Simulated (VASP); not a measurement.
# HfC (P1) in VASP: a series of runs

Runs on HfC. Level: PBEsol. Tasks: single point.

Everything below comes from runs of VASP 6.6.1. Logs are shortened: lines on timing, memory, paths and dates and some standing lists are left out, and cuts for length are marked.

## Step 1: The cell of the first run

The typed cell holds 4 atoms: a = 3.358 Å, b = 3.373 Å, c = 5.252 Å, α = 89.61°, β = 91.79°, γ = 119.74°.

## Step 2: Single point, PBEsol

The input, INCAR:

```
PREC     = Accurate       # precision mode
ENCUT    = 520            # plane-wave cutoff, eV
EDIFF    = 1E-6           # SCF threshold, eV
ISMEAR   = -1             # smearing method
SIGMA    = 0.05           # smearing width, eV
LREAL    = F              # projectors in reciprocal space
LASPH    = T              # aspherical terms in the spheres
NELM     = 100            # most SCF steps
ALGO     = Normal         # electronic algorithm
ISIF     = 2              # what is computed and relaxed
LWAVE    = F              # write WAVECAR
LCHARG   = F              # write CHGCAR
GGA      = PS             # functional
NBANDS   = 22             # bands
```

The input, KPOINTS:

```
Automatic mesh
0
Gamma
  5 5 3
```

The input, POSCAR:

```
HfC
1.0
    3.3578000000      0.0033400000     -0.0525200000
   -1.6760100000      2.9268900000      0.0114900000
   -0.0817400000     -0.0265400000      5.2508800000
Hf C
2 2
Direct
    0.7300500000      0.3806900000      0.7741200000
    0.2997600000      0.6840500000      0.2451000000
    0.9767700000      0.9808300000      0.9618200000
    0.9706000000      0.9766700000      0.4899200000
```

Potentials or basis: VASP PAW PBE potentials, release 64 (Hf_pv, C).

On the command line:

```console
$ cat potpaw_PBE.64/Hf_pv/POTCAR potpaw_PBE.64/C/POTCAR > POTCAR
$ mpirun -np 1 vasp_std > vasp.out
```

OUTCAR:

```text
PREC = Accurate
   ENCUT = 520
   EDIFF = 1E-6
   ISMEAR = -1
   LREAL = F
   LASPH = T
   NELM = 100
   ISIF = 2
   GGA = PS

 ion  position               nearest neighbor table
   1  0.730  0.381  0.774-   3 2.02   3 2.13   4 2.31   4 2.44   3 2.44   4 2.63   2 2.94   2 3.24
                             2 3.28   2 3.31   2 3.43   2 3.47
   2  0.300  0.684  0.245-   4 2.24   4 2.31   3 2.31   4 2.45   3 2.51   3 2.53   1 2.94   1 3.24
                             1 3.28   1 3.31   1 3.43   1 3.47
   3  0.977  0.981  0.962-   1 2.02   1 2.13   2 2.31   1 2.44   2 2.51   2 2.53
   4  0.971  0.977  0.490-   2 2.24   2 2.31   1 2.31   1 2.44   2 2.45   1 2.63

  LATTYP: Found a triclinic cell.
 ALAT       =     3.3582123736
 B/A-ratio  =     1.0043459313
 C/A-ratio  =     1.5638031965
 COS(alpha) =     0.0067550878
 COS(beta)  =     0.0312051236
 COS(gamma) =     0.4960476258

  Lattice vectors:

 A1 = (   3.3578000000,   0.0033400000,  -0.0525200000)
 A2 = (   1.6760100000,  -2.9268900000,  -0.0114900000)
 A3 = (   0.0817400000,   0.0265400000,  -5.2508800000)

Analysis of symmetry for initial positions (statically):
=====================================================================
 Subroutine PRICEL returns:
 Original cell was already a primitive cell.

 Routine SETGRP: Setting up the symmetry group for a
 triclinic supercell.

 Subroutine GETGRP returns: Found  1 space group operations
 (whereof  1 operations were pure point group operations)
 out of a pool of  2 trial point group operations.

The static configuration has the point symmetry C_1 .

Analysis of symmetry for dynamics (positions and initial velocities):
=====================================================================
 Subroutine PRICEL returns:
 Original cell was already a primitive cell.

 Routine SETGRP: Setting up the symmetry group for a
 triclinic supercell.

 Subroutine GETGRP returns: Found  1 space group operations
 (whereof  1 operations were pure point group operations)
 out of a pool of  2 trial point group operations.

The dynamic configuration has the point symmetry C_1 .

 Subroutine INISYM returns: Found  1 space group operations
 (whereof  1 operations are pure point group operations),
 and found     1 'primitive' translations

----------------------------------------------------------------------------------------

                                     Primitive cell

  volume of cell :      51.6207

  direct lattice vectors                    reciprocal lattice vectors
     3.357800000  0.003340000 -0.052520000     0.297730452  0.170466284  0.005496348
    -1.676010000  2.926890000  0.011490000    -0.000312744  0.341473736  0.001721073
    -0.081740000 -0.026540000  5.250880000     0.002978624  0.000957812  0.190495478

  length of vectors
     3.358212374  3.372806934  5.251583244     0.343121532  0.341478216  0.190521171

  position of ions in fractional coordinates (direct lattice)
     0.730050000  0.380690000  0.774120000
     0.299760000  0.684050000  0.245100000
     0.976770000  0.980830000  0.961820000
     0.970600000  0.976670000  0.489920000

  ion indices of the primitive-cell ions
   primitive index   ion index
                 1           1
                 2           2
                 3           3
                 4           4

----------------------------------------------------------------------------------------

 KPOINTS: Automatic mesh

Automatic generation of k-mesh.
 Grid dimensions read from file:
 generate k-points for:    5    5    3

 Generating k-lattice:

  Cartesian coordinates                     Fractional coordinates (reciprocal lattice)
     0.059546090  0.034093257  0.001099270     0.200000000 -0.000000000  0.000000000
    -0.000062549  0.068294747  0.000344215     0.000000000  0.200000000 -0.000000000
     0.000992875  0.000319271  0.063498493     0.000000000 -0.000000000  0.333333333

  Length of vectors
     0.068624306  0.068295643  0.063507057

  Shift w.r.t. Gamma in fractional coordinates (k-lattice)
     0.000000000  0.000000000  0.000000000

 Subroutine IBZKPT returns following result:
 ===========================================

 Found     38 irreducible k-points:

 Following reciprocal coordinates:
            Coordinates               Weight
  0.000000  0.000000  0.000000      1.000000
  0.200000 -0.000000  0.000000      2.000000
  0.400000 -0.000000 -0.000000      2.000000
  0.000000  0.200000 -0.000000      2.000000
  0.200000  0.200000 -0.000000      2.000000
  0.400000  0.200000 -0.000000      2.000000
[... 16 lines left out ...]
 -0.200000  0.200000  0.333333      2.000000
 -0.000000  0.400000  0.333333      2.000000
 [... further k-points ...]
   k-points           NKPTS =     38   k-points in BZ     NKDIM =     38   number of bands    NBANDS=     22
   number of dos      NEDOS =    301   number of ions     NIONS =      4
   total plane-waves  NPLWV =  31360
   dimension x,y,z NGX =    28 NGY =   28 NGZ =   40
   dimension x,y,z NGXF=    56 NGYF=   56 NGZF=   80
   ions per type =               2   2
   NGX,Y,Z   is equivalent  to a cutoff of  13.86, 13.80, 12.66 a.u.
   NGXF,Y,Z  is equivalent  to a cutoff of  27.72, 27.60, 25.33 a.u.
 SYSTEM =  unknown system
   PREC   = accura    normal or accurate (medium, high low for compatibility)
   ISTART =      0    job   : 0-new  1-cont  2-samecut
   ICHARG =      2    charge: 1-file 2-atom 10-const
   ISPIN  =      1    spin polarized calculation?
   LNONCOLLINEAR =      F non collinear calculations
   LSORBIT =      F    spin-orbit coupling
   LASPH  =      T    aspherical Exc in radial PAW
   ENCUT  =  520.0 eV  38.22 Ry    6.18 a.u.   6.24  6.27  9.76*2*pi/ulx,y,z
   NELM   =    100;   NELMIN=  2; NELMDL= -5     # of ELM steps
   EDIFF  = 0.1E-05   stopping-criterion for ELM
   LREAL  =      F    real-space projection
   EDIFFG = 0.1E-04   stopping-criterion for IOM
   NSW    =      0    number of steps for IOM
   IBRION =     -1    ionic relax: 0-MD 1-quasi-New 2-CG
   NFREE  =      0    steps in history (QN), initial steepest desc. (CG)
   ISIF   =      2    stress and relaxation
   ISYM   =      2    0-nonsym 1-usesym 2-fastsym
   POTIM  = 0.5000    time-step for ionic-motion
   TEBEG  =    0.0;   TEEND  =   0.0 temperature during run
   PSTRESS=    0.0 pullay stress
   NELECT =      28.0000    total number of electrons
   NUPDOWN=      -1.0000    fix difference up-down
   EMIN   =  10.00;   EMAX   =-10.00  energy-range for DOS
   EFERMI =   0.00;   METHOD = LEGACY
   ISMEAR =    -1;   SIGMA  =   0.05  broadening in eV -4-tet -1-fermi 0-gaus
   EFERMI_NEDOS =   21; number of points for ismear=-14 and -15
   IALGO  =     38    algorithm
   IMIX   =      4    mixing-type and parameters
     AMIX     =   0.40;   BMIX     =  1.00
     AMIX_MAG =   1.60;   BMIX_MAG =  1.00
  volume/ion in A,a.u.               =      12.91        87.09
  Fermi-wavevector in a.u.,A,eV,Ry     =   1.335118  2.523007 24.252920  1.782539
  Thomas-Fermi vector in A             =   2.463847
   LORBIT       =      0    0 simple, 1 ext, 2 COOP (PROOUT), +10 PAW based schemes
   GGA     = PS    functional components
   LHFCALC =     F    Hartree Fock is set to
   AEXX    =    0.0000 exact exchange contribution
   IVDW    =     0    specifies the selected vdW correction
   LEPSILON=     F    determine dielectric tensor
   LRPA    =     F    only Hartree local field effects (RPA)
 non-spin polarized calculation
  energy-cutoff  :      520.00
  volume of cell :       51.62
 maximum number of plane-waves:      1405
 NGX is ok and might be reduce to    28
   NGX = 13   NGY = 13   NGZ = 19

 number of electron      28.0000000 magnetization

 Free energy of the ion-electron system (eV)
  ---------------------------------------------------
  ext. energy  EPLUGINS =         0.00000000
  ---------------------------------------------------
  free energy    TOTEN  =       -42.31852892 eV

  energy without entropy =      -42.31282629  energy(sigma->0) =      -42.31567760

 E-fermi :   5.8111     XC(G=0): -12.2568

 val. band max:        5.7594847269   @ k =   0.4000   0.4000   0.0000
 cond. band min:       5.8948284290   @ k =  -0.2000   0.4000   0.3333
 fundamental gap:      0.1353437021
 Fermi energy:         5.8111184436

 k-point     1 :       0.0000    0.0000    0.0000
  band No.  band energies     occupation
      1     -24.6175      2.00000
      2     -24.1475      2.00000
      3     -24.0608      2.00000
      4     -23.8657      2.00000
      5     -23.8257      2.00000
      6     -23.7733      2.00000
[... 14 lines left out ...]
     21      10.3344      0.00000
     22      13.2961      0.00000

 k-point     2 :       0.2000   -0.0000    0.0000
  band No.  band energies     occupation
      1     -24.5409      2.00000
      2     -24.2829      2.00000
      3     -24.1126      2.00000
      4     -23.9897      2.00000
      5     -23.8663      2.00000
      6     -23.8140      2.00000
[... 14 lines left out ...]
     21      11.9259      0.00000
     22      12.1543      0.00000

 k-point     3 :       0.4000   -0.0000   -0.0000
  band No.  band energies     occupation
      1     -24.5313      2.00000
      2     -24.3851      2.00000
      3     -24.1883      2.00000
      4     -24.1607      2.00000
      5     -23.9397      2.00000
      6     -23.8919      2.00000
[... 14 lines left out ...]
     21      12.1886      0.00000
     22      12.5484      0.00000

 k-point     4 :       0.0000    0.2000   -0.0000
  band No.  band energies     occupation
      1     -24.5543      2.00000
      2     -24.2591      2.00000
      3     -24.1343      2.00000
      4     -24.0160      2.00000
      5     -23.8581      2.00000
      6     -23.7949      2.00000
[... 14 lines left out ...]
     21      11.8374      0.00000
     22      12.2709      0.00000

 k-point     5 :       0.2000    0.2000   -0.0000
  band No.  band energies     occupation
      1     -24.4731      2.00000
      2     -24.3924      2.00000
      3     -24.2427      2.00000
      4     -24.0936      2.00000
      5     -23.9417      2.00000
      6     -23.8726      2.00000
[... 14 lines left out ...]
     21      12.0961      0.00000
     22      12.5268      0.00000

 k-point     6 :       0.4000    0.2000   -0.0000
  band No.  band energies     occupation
      1     -24.5279      2.00000
      2     -24.3596      2.00000
      3     -24.2853      2.00000
      4     -24.1331      2.00000
      5     -24.0193      2.00000
      6     -23.9411      2.00000
[... 14 lines left out ...]
     21      12.8306      0.00000
     22      13.1068      0.00000

 k-point     7 :      -0.4000    0.2000    0.0000
  band No.  band energies     occupation
      1     -24.4754      2.00000
      2     -24.3876      2.00000
      3     -24.2440      2.00000
      4     -24.0827      2.00000
      5     -23.9793      2.00000
      6     -23.8604      2.00000
[... 324 lines left out ...]
      6     -23.8919      2.00000
[... 14 lines left out ...]
     21      12.2530      0.00000
     22      12.9551      0.00000

 k-point    21 :       0.4000    0.2000    0.3333
  band No.  band energies     occupation
      1     -24.5754      2.00000
      2     -24.4534      2.00000
      3     -24.2769      2.00000
      4     -24.0868      2.00000
      5     -23.9873      2.00000
      6     -23.8759      2.00000
[... 14 lines left out ...]
     21      12.8722      0.00000
     22      13.1863      0.00000

 k-point    22 :      -0.4000    0.2000    0.3333
  band No.  band energies     occupation
      1     -24.5244      2.00000
      2     -24.3992      2.00000
      3     -24.2118      2.00000
      4     -24.0618      2.00000
      5     -23.9826      2.00000
      6     -23.8465      2.00000
[... 14 lines left out ...]
     21      12.1149      0.00000
     22      13.0344      0.00000

 k-point    23 :      -0.2000    0.2000    0.3333
  band No.  band energies     occupation
      1     -24.4743      2.00000
      2     -24.2466      2.00000
      3     -24.1585      2.00000
      4     -23.9931      2.00000
      5     -23.9056      2.00000
      6     -23.8584      2.00000
[... 14 lines left out ...]
     21      11.7606      0.00000
     22      12.9308      0.00000

 k-point    24 :      -0.0000    0.4000    0.3333
  band No.  band energies     occupation
      1     -24.5429      2.00000
      2     -24.4585      2.00000
      3     -24.1947      2.00000
      4     -24.1390      2.00000
      5     -23.9115      2.00000
      6     -23.8739      2.00000
[... 14 lines left out ...]
     21      12.4215      0.00000
     22      13.1023      0.00000

 [... further k-points ...]
[... 5 lines left out ...]
  --------------------------------------------------------------------------------------
  -------------------------------------------------------------------------------------
  Total       -2.0547938     -0.8023479      0.2715479     -0.6781719      1.9902678      2.7553586
  in kB      -63.7756629    -24.9028712      8.4281676    -21.0487610     61.7729371     85.5194413
  external PRESSURE =     -26.7501222 kB  Pullay stress =       0.0000000 kB

 VOLUME and BASIS-vectors are now :
 -----------------------------------------------------------------------------
  energy-cutoff  :      520.00
  volume of cell :       51.62
      direct lattice vectors                 reciprocal lattice vectors
     3.357800000  0.003340000 -0.052520000     0.297730452  0.170466284  0.005496348
    -1.676010000  2.926890000  0.011490000    -0.000312744  0.341473736  0.001721073
    -0.081740000 -0.026540000  5.250880000     0.002978624  0.000957812  0.190495478

 POSITION                                       TOTAL-FORCE (eV/Angst)
 -----------------------------------------------------------------------------------
      1.75005      1.09613      4.03084        -2.630718     -3.628905     -4.363959
     -0.15997      1.99664      1.27911         1.286420     -1.204389      1.849186
      1.55730      2.84852      5.01037         0.964087      3.001056      2.987669
      1.58213      2.84884      2.53276         0.380211      1.832238     -0.472896
 -----------------------------------------------------------------------------------
    total drift:                                0.000130      0.000041      0.000104

  FREE ENERGIE OF THE ION-ELECTRON SYSTEM (eV)
  ---------------------------------------------------
  free  energy   TOTEN  =       -42.3185289164 eV

  energy  without entropy=      -42.3128262871  energy(sigma->0) =      -42.31567760
```

Run time: 58 s. Hardware: 1 thread of Intel Xeon 8259CL, shared host; peak memory 0.2 GiB.

What came out:

```
Free energy            : -42.3185 eV
Pressure               : -2.7 GPa
Largest force          : 6.256 eV/Å
Band gap on the k mesh : zero (band 14 reaches 6.17 eV, above the bottom of band 15 at 5.75 eV)
```

Forces in eV/Å, atoms in the order of the input:
```
Hf  -2.631 -3.629 -4.364
Hf   1.286 -1.204  1.849
C    0.964  3.001  2.988
C    0.380  1.832 -0.473
```

Levels at points of the mesh, in eV from the Fermi level:
| k point | band 10 | band 11 | band 12 | band 13 | band 14 | band 15 | band 16 | band 17 | band 18 | band 19 |
| --- | --- | --- | --- | --- | --- | --- | --- | --- | --- | --- |
| (0.00, 0.00, 0.00) | -3.12 | -2.96 | -1.59 | -0.62 | 0.36 | 1.22 | 1.78 | 1.91 | 3.02 | 3.25 |

Caveat: the k points lie up to 0.43 Å⁻¹ apart; the PAW data sets were made with another functional, which shifts forces and pressure a little; spin-orbit coupling is left out, which moves the levels of the heavy elements.

## Step 3: Single point, PBEsol

Edit INCAR of step 2 so:

```diff
@@ -7,3 +7,3 @@
 LASPH    = T              # aspherical terms in the spheres
-NELM     = 100            # most SCF steps
+NELM     = 60             # most SCF steps
 ALGO     = Normal         # electronic algorithm
```

KPOINTS is that of step 2.

Edit POSCAR of step 2 so:

```diff
@@ -8,3 +8,3 @@
 Direct
-    0.7300500000      0.3806900000      0.7741200000
+    0.7300719854      0.3806968843      0.7748819819
     0.2997600000      0.6840500000      0.2451000000
```

Potentials or basis: VASP PAW PBE potentials, release 64 (Hf_pv, C).

On the command line:

```console
$ cat potpaw_PBE.64/Hf_pv/POTCAR potpaw_PBE.64/C/POTCAR > POTCAR
$ mpirun -np 1 vasp_std > vasp.out
```

Wall time 66 s (1 thread of Intel Xeon 8259CL, shared host); peak memory 0.2 GiB.

The run converged. Its results:

```
Free energy            : -42.3009 eV
Pressure               : -2.5 GPa
Largest force          : 6.329 eV/Å
Band gap on the k mesh : zero (band 14 reaches 6.17 eV, above the bottom of band 15 at 5.75 eV)
```

Forces on the atoms (eV/Å):
```
Hf  -2.645 -3.643 -4.449
Hf   1.293 -1.200  1.898
C    0.975  3.020  3.015
C    0.377  1.823 -0.465
```

Stress tensor (GPa, compression positive):
```
-6.27 -2.16  8.65
-2.16 -2.28  6.26
 8.65  6.26  0.91
```

Levels at points of the mesh, in eV from the Fermi level:
```csv
k point,band 11,band 12,band 13,band 14,band 15,band 16,band 17,band 18
"(0.00, 0.00, 0.00)",-2.97,-1.58,-0.62,0.36,1.21,1.78,1.91,3.02
```

Caveat: the k points lie up to 0.43 Å⁻¹ apart; the PAW data sets were made with another functional, which shifts forces and pressure a little; spin-orbit coupling is left out, which moves the levels of the heavy elements.

## Step 4: Single point, PBEsol

The input, INCAR:

```
PREC = Accurate ; ENCUT = 520
EDIFF = 1E-6 ; ISMEAR = -1
SIGMA = 0.05 ; LREAL = False
LASPH = True ; NELM = 60
ALGO = Normal ; ISIF = 2
LWAVE = False ; LCHARG = False
GGA = PS ; NBANDS = 22
```

KPOINTS is that of step 3.

Edit POSCAR of step 3 so:

```diff
@@ -8,3 +8,3 @@
 Direct
-    0.7300719854      0.3806968843      0.7748819819
+    0.7300280146      0.3806831157      0.7733580181
     0.2997600000      0.6840500000      0.2451000000
```

On the command line:

```console
$ cat potpaw_PBE.64/Hf_pv/POTCAR potpaw_PBE.64/C/POTCAR > POTCAR
$ mpirun -np 1 vasp_std > vasp.out
```

Wall time 70 s (1 thread of Intel Xeon 8259CL, shared host); peak memory 0.2 GiB.

It converged, with:

| Quantity | Value |
| --- | --- |
| Free energy | -42.3358 eV |
| Pressure | -2.8 GPa |
| Largest force | 6.183 eV/Å |
| Band gap on the k mesh | zero (band 14 reaches 6.18 eV, above the bottom of band 15 at 5.76 eV) |

Forces on the atoms (eV/Å):
```
Hf  -2.616 -3.615 -4.279
Hf   1.280 -1.209  1.800
C    0.953  2.983  2.960
C    0.383  1.842 -0.481
```

Stress tensor (GPa, compression positive):
```
-6.48 -2.05  8.45
-2.05 -2.70  6.10
 8.45  6.10  0.78
```

Levels at points of the mesh, in eV from the Fermi level:
```
           k point  band 11  band 12  band 13  band 14  band 15  band 16  band 17  band 18
(0.00, 0.00, 0.00)    -2.95    -1.61    -0.62     0.36     1.22     1.77     1.91     3.02
```

Caveat: the k points lie up to 0.43 Å⁻¹ apart; the PAW data sets were made with another functional, which shifts forces and pressure a little; spin-orbit coupling is left out, which moves the levels of the heavy elements.

[end of part 1 of 2]
